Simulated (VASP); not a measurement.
Input of a VASP 6.6.1 run:

File INCAR:

```
SYSTEM = Au
PREC = Accurate
ENCUT = 600
EDIFF = 1E-6
ISMEAR = 0
SIGMA = 0.1
LREAL = .False.
LASPH = .True.
NELM = 60
ALGO = Normal
ISIF = 3
LWAVE = .False.
LCHARG = .False.
GGA = PE
IBRION = 2
NSW = 70
EDIFFG = -0.008
PSTRESS = 500.0
```

The input KPOINTS:

```
regular mesh
0
Gamma
  20 20 20
  0 0 0
```

POSCAR

```
Au
1.0
   -1.5422765657      1.5422765657      1.5422765657
    1.5422765657     -1.5422765657      1.5422765657
    1.5422765657      1.5422765657     -1.5422765657
Au
1
Direct
    0.0000000000      0.0000000000      0.0000000000
```

Potentials or basis: VASP PAW PBE potentials, release 64 (Au).

Launch:

```console
$ cat potpaw_PBE.64/Au/POTCAR > POTCAR
$ mpirun -np 1 vasp_std > vasp.out
```

Question: Predict the relaxed cell.

Answer: a = 2.674 Å, b = 2.674 Å, c = 2.674 Å, α = 109.47°, β = 109.47°, γ = 109.47°.

Question: What does it give for the band gap on the k mesh?

Answer: Zero (an odd number of electrons rules out a gap without spin polarisation).

Question: Estimate the space group after relaxing (to 0.1 Å).

Answer: Im-3m (No. 229).

Final structure:
```
CELL_PARAMETERS angstrom
-1.54372 1.54372 1.54372
1.54372 -1.54372 1.54372
1.54372 1.54372 -1.54372
ATOMIC_POSITIONS crystal
Au 0.00000 0.00000 0.00000
```

Caveat: spin-orbit coupling is left out, which moves the levels of the heavy elements.
